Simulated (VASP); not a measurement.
# ZnO (Fm-3m) in VASP: further runs, part 2 of 3

VASP 6.6.1. Earlier steps stand in the parts before.

## (4) Electric field gradients, PBE

This run uses another cell than the first one, of 9.80 Å³/atom, 1.053 times its volume.

Contents of INCAR:

```
SYSTEM = ZnO
PREC     = Accurate       ! precision mode
ENCUT    = 520            ! plane-wave cutoff, eV
EDIFF    = 1E-8           ! SCF threshold, eV
ISMEAR   = -1             ! smearing method
SIGMA    = 0.03           ! smearing width, eV
LREAL    = .FALSE.        ! projectors in reciprocal space
LASPH    = .TRUE.         ! aspherical terms in the spheres
NELM     = 80             ! most SCF steps
ALGO     = Normal         ! electronic algorithm
ISIF     = 2              ! what is computed and relaxed
LWAVE    = .FALSE.        ! write WAVECAR
LCHARG   = .FALSE.        ! write CHGCAR
GGA      = PE             ! functional
LEFG     = .TRUE.       
NBANDS   = 16             ! bands
```

Contents of KPOINTS:

```
Automatic mesh
0
G
  10 10 10
  0 0 0
```

Contents of POSCAR:

```
ZnO
1.0
    0.0000000000      2.1400000000      2.1400000000
    2.1400000000      0.0000000000      2.1400000000
    2.1400000000      2.1400000000      0.0000000000
Zn O
1 1
Direct
    0.0000000000      0.0000000000      0.0000000000
    0.5000000000      0.5000000000      0.5000000000
```

Potentials or basis: VASP PAW PBE potentials, release 64 (Zn, O).

On the command line:

```console
> cat potpaw_PBE.64/Zn/POTCAR potpaw_PBE.64/O/POTCAR > POTCAR
> mpirun -np 1 vasp_std > vasp.out
```

OUTCAR:

```text
SYSTEM = ZnO
   PREC = Accurate
   ENCUT = 520
   EDIFF = 1E-8
   ISMEAR = -1
   LREAL = .FALSE.
   LASPH = .TRUE.
   NELM = 80
   ISIF = 2
   GGA = PE

 ion  position               nearest neighbor table
   1  0.000  0.000  0.000-   2 2.14   2 2.14   2 2.14   2 2.14   2 2.14   2 2.14
   2  0.500  0.500  0.500-   1 2.14   1 2.14   1 2.14   1 2.14   1 2.14   1 2.14

  LATTYP: Found a face centered cubic cell.
 ALAT       =     4.2800000000

  Lattice vectors:

 A1 = (   0.0000000000,   2.1400000000,   2.1400000000)
 A2 = (   2.1400000000,   0.0000000000,   2.1400000000)
 A3 = (   2.1400000000,   2.1400000000,   0.0000000000)

Analysis of symmetry for initial positions (statically):
=====================================================================
 Subroutine PRICEL returns:
 Original cell was already a primitive cell.

 Routine SETGRP: Setting up the symmetry group for a
 face centered cubic supercell.

 Subroutine GETGRP returns: Found 48 space group operations
 (whereof 48 operations were pure point group operations)
 out of a pool of 48 trial point group operations.

The static configuration has the point symmetry O_h .

Analysis of symmetry for dynamics (positions and initial velocities):
=====================================================================
 Subroutine PRICEL returns:
 Original cell was already a primitive cell.

 Routine SETGRP: Setting up the symmetry group for a
 face centered cubic supercell.

 Subroutine GETGRP returns: Found 48 space group operations
 (whereof 48 operations were pure point group operations)
 out of a pool of 48 trial point group operations.

[... 159 lines left out ...]
      4      -2.1228      2.00000
      5      -1.9075      2.00000
      6      -1.9075      2.00000
[... 433 lines left out ...]
      3      -2.5300      2.00000
      4      -2.0893      2.00000
      5      -1.8746      2.00000
      6      -1.6726      2.00000
[... 8 lines left out ...]
     15      30.2372      0.00000
     16      30.6430      0.00000

 [... further k-points ...]

------------------------ aborting loop because EDIFF is reached ----------------------------------------

  FORCE on cell =-STRESS in cart. coord.  units (eV):
  Direction    XX          YY          ZZ          XY          YZ          ZX
  --------------------------------------------------------------------------------------
  -------------------------------------------------------------------------------------
  Total        0.9025405      0.9025405      0.9025405     -0.0000000      0.0000000      0.0000000
  in kB       73.7744444     73.7744444     73.7744444     -0.0000000      0.0000000      0.0000000
  external PRESSURE =      73.7744444 kB  Pullay stress =       0.0000000 kB

 VOLUME and BASIS-vectors are now :
 -----------------------------------------------------------------------------
  energy-cutoff  :      520.00
  volume of cell :       19.60
      direct lattice vectors                 reciprocal lattice vectors
     0.000000000  2.140000000  2.140000000    -0.233644860  0.233644860  0.233644860
     2.140000000  0.000000000  2.140000000     0.233644860 -0.233644860  0.233644860
     2.140000000  2.140000000  0.000000000     0.233644860  0.233644860 -0.233644860

 POSITION                                       TOTAL-FORCE (eV/Angst)
 -----------------------------------------------------------------------------------
      0.00000      0.00000      0.00000        -0.000000      0.000000      0.000000
      2.14000      2.14000      2.14000         0.000000     -0.000000     -0.000000
 -----------------------------------------------------------------------------------
    total drift:                                0.000000     -0.000000     -0.000000

  FREE ENERGIE OF THE ION-ELECTRON SYSTEM (eV)
  ---------------------------------------------------
  free  energy   TOTEN  =        -8.6135302789 eV

  energy  without entropy=       -8.6135302754  energy(sigma->0) =       -8.61353028

 Electric field gradients (V/A^2)
---------------------------------------------------------------------
 ion       V_xx      V_yy      V_zz      V_xy      V_xz      V_yz
---------------------------------------------------------------------
   1      -0.000     0.000     0.000     0.001     0.001     0.001
   2      -0.000     0.000    -0.000    -0.002    -0.002    -0.002
---------------------------------------------------------------------

 Electric field gradients after diagonalization (V/A^2)
 (convention: |V_zz| > |V_xx| > |V_yy|)
----------------------------------------------------------------------
 ion       V_xx      V_yy      V_zz     asymmetry (V_yy - V_xx)/ V_zz
----------------------------------------------------------------------
   1      -0.001    -0.001     0.003       0.000
   2       0.002     0.002    -0.004       0.000
----------------------------------------------------------------------

           NMR quadrupolar parameters

 Cq : quadrupolar parameter    Cq=e*Q*V_zz/h
 eta: asymmetry parameters     (V_yy - V_xx)/ V_zz
 Q  : nuclear electric quadrupole moment in mb (millibarn)
----------------------------------------------------------------------
 ion       Cq(MHz)       eta       Q (mb)
----------------------------------------------------------------------
   1       0.000       0.000       1.000
   2      -0.000       0.000       1.000
----------------------------------------------------------------------
```

OSZICAR:

```text
N       E                     dE             d eps       ncg     rms          rms(c)
DAV:   1     0.898223026533E+02    0.89822E+02   -0.97909E+03  1568   0.173E+03
DAV:   2    -0.558137773015E+01   -0.95404E+02   -0.86803E+02  1640   0.297E+02
DAV:   3    -0.100822383714E+02   -0.45009E+01   -0.44836E+01  1696   0.646E+01
DAV:   4    -0.101024744201E+02   -0.20236E-01   -0.20235E-01  1808   0.434E+00
DAV:   5    -0.101025342104E+02   -0.59790E-04   -0.59790E-04  1776   0.222E-01    0.940E+00
DAV:   6    -0.863205858914E+01    0.14705E+01   -0.27441E+00  2216   0.501E+01    0.638E+00
DAV:   7    -0.862905824520E+01    0.30003E-02   -0.50044E-01  1760   0.113E+01    0.352E+00
DAV:   8    -0.861588055636E+01    0.13178E-01   -0.60462E-02  1576   0.230E+00    0.564E-01
DAV:   9    -0.861339827340E+01    0.24823E-02   -0.54056E-03  2272   0.137E+00    0.764E-02
DAV:  10    -0.861350432352E+01   -0.10605E-03   -0.90670E-04  1616   0.271E-01    0.403E-02
DAV:  11    -0.861353097199E+01   -0.26648E-04   -0.28501E-05  1800   0.761E-02    0.611E-03
DAV:  12    -0.861353082556E+01    0.14643E-06   -0.16526E-06  2016   0.175E-02    0.518E-03
DAV:  13    -0.861353043867E+01    0.38689E-06   -0.72584E-07  2096   0.176E-02    0.759E-04
DAV:  14    -0.861353031543E+01    0.12324E-06   -0.10263E-07  1800   0.316E-03    0.142E-04
DAV:  15    -0.861353028067E+01    0.34764E-07   -0.11710E-09   936   0.636E-04    0.149E-04
DAV:  16    -0.861353027891E+01    0.17558E-08   -0.39448E-10   800   0.277E-04
   1 F= -.86135303E+01 E0= -.86135303E+01  d E =-.355416E-08
```

It took 16 s on 1 thread of AMD EPYC 7R13 (Zen 3), shared host; peak memory 0.11 GiB.

Results:

| Item | Value |
| --- | --- |
| Free energy | -8.6135 eV |
| Pressure | 7.4 GPa |
| Band gap on the k mesh | 0.88 eV, indirect (least direct gap 2.24 eV) |

Levels at points of the mesh, in eV from the valence-band top:
```tsv
k point	band 6	band 7	band 8	band 9	band 10	band 11	band 12	band 13
(0.00, 0.00, 0.00)	-4.64	-1.37	-1.37	-1.37	0.88	17.98	17.98	17.98
(0.50, 0.00, 0.00)	-4.43	-3.61	0.00	0.00	5.43	9.08	12.81	12.81
(0.50, 0.50, 0.00)	-4.32	-4.01	-2.80	-2.80	4.22	10.67	11.27	15.40
```

Caveat: without QUAD_EFG the Cq values of the log hold for a quadrupole moment of 1 mb, not for the nuclei.

## (5) Electric field gradients, PBE (volume scaled by 1.025)

Contents of INCAR:

```
SYSTEM = ZnO
PREC = Accurate
ENCUT = 520
EDIFF = 1E-8
ISMEAR = -1
SIGMA = 0.03
LREAL = .FALSE.
LASPH = .TRUE.
NELM = 60
ALGO = Normal
ISIF = 2
LWAVE = .FALSE.
LCHARG = .FALSE.
GGA = PE
LEFG = .TRUE.
NBANDS = 16
```

Contents of KPOINTS:

```
regular mesh
0
G
  10 10 10
  0 0 0
```

Contents of POSCAR:

```
ZnO
1.0
    0.0000000000      2.1576867525      2.1576867525
    2.1576867525      0.0000000000      2.1576867525
    2.1576867525      2.1576867525      0.0000000000
Zn O
1 1
Direct
    0.0000000000      0.0000000000      0.0000000000
    0.5000000000      0.5000000000      0.5000000000
```

Potentials or basis: VASP PAW PBE potentials, release 64 (Zn, O).

On the command line:

```console
> cat potpaw_PBE.64/Zn/POTCAR potpaw_PBE.64/O/POTCAR > POTCAR
> mpirun -np 1 vasp_std > vasp.out
```

OUTCAR:

```text
SYSTEM = ZnO
   PREC = Accurate
   ENCUT = 520
   EDIFF = 1E-8
   ISMEAR = -1
   LREAL = .FALSE.
   LASPH = .TRUE.
   NELM = 60
   ISIF = 2
   GGA = PE

 ion  position               nearest neighbor table
   1  0.000  0.000  0.000-   2 2.16   2 2.16   2 2.16   2 2.16   2 2.16   2 2.16
   2  0.500  0.500  0.500-   1 2.16   1 2.16   1 2.16   1 2.16   1 2.16   1 2.16

  LATTYP: Found a face centered cubic cell.
 ALAT       =     4.3153735050

  Lattice vectors:

 A1 = (   0.0000000000,   2.1576867525,   2.1576867525)
 A2 = (   2.1576867525,   0.0000000000,   2.1576867525)
 A3 = (   2.1576867525,   2.1576867525,   0.0000000000)

Analysis of symmetry for initial positions (statically):
=====================================================================
 Subroutine PRICEL returns:
 Original cell was already a primitive cell.

 Routine SETGRP: Setting up the symmetry group for a
 face centered cubic supercell.

 Subroutine GETGRP returns: Found 48 space group operations
 (whereof 48 operations were pure point group operations)
 out of a pool of 48 trial point group operations.

The static configuration has the point symmetry O_h .

Analysis of symmetry for dynamics (positions and initial velocities):
=====================================================================
 Subroutine PRICEL returns:
 Original cell was already a primitive cell.

 Routine SETGRP: Setting up the symmetry group for a
 face centered cubic supercell.

 Subroutine GETGRP returns: Found 48 space group operations
 (whereof 48 operations were pure point group operations)
 out of a pool of 48 trial point group operations.

The dynamic configuration has the point symmetry O_h .

[... 150 lines left out ...]
 Fermi energy:         2.9060557512

 k-point     1 :       0.0000    0.0000    0.0000
  band No.  band energies     occupation
      1     -15.8896      2.00000
      2      -2.3359      2.00000
      3      -2.3359      2.00000
      4      -2.3359      2.00000
      5      -2.1317      2.00000
      6      -2.1317      2.00000
[... 433 lines left out ...]
      3      -2.7120      2.00000
      4      -2.2894      2.00000
      5      -2.0915      2.00000
      6      -1.9097      2.00000
[... 8 lines left out ...]
     15      29.6702      0.00000
     16      29.9093      0.00000

 [... further k-points ...]
[... 5 lines left out ...]
  --------------------------------------------------------------------------------------
  -------------------------------------------------------------------------------------
  Total        0.3410450      0.3410450      0.3410450      0.0000000     -0.0000000      0.0000000
  in kB       27.1973804     27.1973804     27.1973804      0.0000000     -0.0000000      0.0000000
  external PRESSURE =      27.1973804 kB  Pullay stress =       0.0000000 kB

 VOLUME and BASIS-vectors are now :
 -----------------------------------------------------------------------------
  energy-cutoff  :      520.00
  volume of cell :       20.09
      direct lattice vectors                 reciprocal lattice vectors
     0.000000000  2.157686753  2.157686753    -0.231729652  0.231729652  0.231729652
     2.157686753  0.000000000  2.157686753     0.231729652 -0.231729652  0.231729652
     2.157686753  2.157686753  0.000000000     0.231729652  0.231729652 -0.231729652

 POSITION                                       TOTAL-FORCE (eV/Angst)
 -----------------------------------------------------------------------------------
      0.00000      0.00000      0.00000         0.000000     -0.000000     -0.000000
      2.15769      2.15769      2.15769        -0.000000      0.000000      0.000000
 -----------------------------------------------------------------------------------
    total drift:                                0.000000     -0.000000     -0.000000

  FREE ENERGIE OF THE ION-ELECTRON SYSTEM (eV)
  ---------------------------------------------------
  free  energy   TOTEN  =        -8.6293611822 eV

  energy  without entropy=       -8.6293611616  energy(sigma->0) =       -8.62936117

 Electric field gradients (V/A^2)
---------------------------------------------------------------------
 ion       V_xx      V_yy      V_zz      V_xy      V_xz      V_yz
---------------------------------------------------------------------
   1      -0.000    -0.000    -0.000     0.003     0.003     0.003
   2       0.000     0.000     0.000    -0.002    -0.002    -0.002
---------------------------------------------------------------------

 Electric field gradients after diagonalization (V/A^2)
 (convention: |V_zz| > |V_xx| > |V_yy|)
----------------------------------------------------------------------
 ion       V_xx      V_yy      V_zz     asymmetry (V_yy - V_xx)/ V_zz
----------------------------------------------------------------------
   1      -0.003    -0.003     0.005       0.000
   2       0.002     0.002    -0.004       0.000
----------------------------------------------------------------------

           NMR quadrupolar parameters

 Cq : quadrupolar parameter    Cq=e*Q*V_zz/h
 eta: asymmetry parameters     (V_yy - V_xx)/ V_zz
 Q  : nuclear electric quadrupole moment in mb (millibarn)
----------------------------------------------------------------------
 ion       Cq(MHz)       eta       Q (mb)
----------------------------------------------------------------------
   1       0.000       0.000       1.000
   2      -0.000       0.000       1.000
----------------------------------------------------------------------
```

OSZICAR:

```text
N       E                     dE             d eps       ncg     rms          rms(c)
DAV:   1     0.914550389463E+02    0.91455E+02   -0.94939E+03  1552   0.168E+03
DAV:   2    -0.533090317316E+01   -0.96786E+02   -0.88519E+02  1624   0.297E+02
DAV:   3    -0.101021912563E+02   -0.47713E+01   -0.47494E+01  1712   0.661E+01
DAV:   4    -0.101234426355E+02   -0.21251E-01   -0.21250E-01  1864   0.439E+00
DAV:   5    -0.101235035174E+02   -0.60882E-04   -0.60882E-04  1752   0.227E-01    0.912E+00
DAV:   6    -0.865161822831E+01    0.14719E+01   -0.28097E+00  2192   0.509E+01    0.613E+00
DAV:   7    -0.864553103784E+01    0.60872E-02   -0.50846E-01  1760   0.114E+01    0.337E+00
DAV:   8    -0.863187333822E+01    0.13658E-01   -0.65871E-02  1560   0.238E+00    0.542E-01
DAV:   9    -0.862922661248E+01    0.26467E-02   -0.57821E-03  2248   0.135E+00    0.826E-02
DAV:  10    -0.862933221937E+01   -0.10561E-03   -0.99067E-04  1592   0.278E-01    0.423E-02
DAV:  11    -0.862936186270E+01   -0.29643E-04   -0.31541E-05  1760   0.768E-02    0.640E-03
DAV:  12    -0.862936178113E+01    0.81563E-07   -0.17096E-06  2040   0.183E-02    0.554E-03
DAV:  13    -0.862936134547E+01    0.43566E-06   -0.85573E-07  2120   0.185E-02    0.696E-04
DAV:  14    -0.862936122120E+01    0.12426E-06   -0.10165E-07  1776   0.328E-03    0.148E-04
DAV:  15    -0.862936118350E+01    0.37708E-07   -0.15107E-09   904   0.733E-04    0.157E-04
DAV:  16    -0.862936118219E+01    0.13074E-08   -0.53068E-10   816   0.342E-04
   1 F= -.86293612E+01 E0= -.86293612E+01  d E =-.205435E-07
```

stdout:

```text
POSCAR found type information on POSCAR ZnO
 POSCAR found :  2 types and       2 ions
 scaLAPACK will be used
 LDA part: xc-table for (Slater+PW92), standard interpolation
 POSCAR, INCAR and KPOINTS ok, starting setup
 FFT: planning ... GRIDC
 FFT: planning ... GRID_SOFT
 FFT: planning ... GRID
 WAVECAR not read
 entering main loop
ion   1

ion   2
```

It took 16 s on 1 thread of AMD EPYC 7R13 (Zen 3), shared host; peak memory 0.11 GiB.

Results:

- Free energy: -8.6294 eV
- Pressure: 2.7 GPa
- Band gap on the k mesh: 0.77 eV, indirect (least direct gap 2.04 eV)

Caveat: the cell differs from its parent crystal (volume scaled by 1.025); without QUAD_EFG the Cq values of the log hold for a quadrupole moment of 1 mb, not for the nuclei. A k mesh can miss the band edges.

(Part 2 of 3 ends here.)
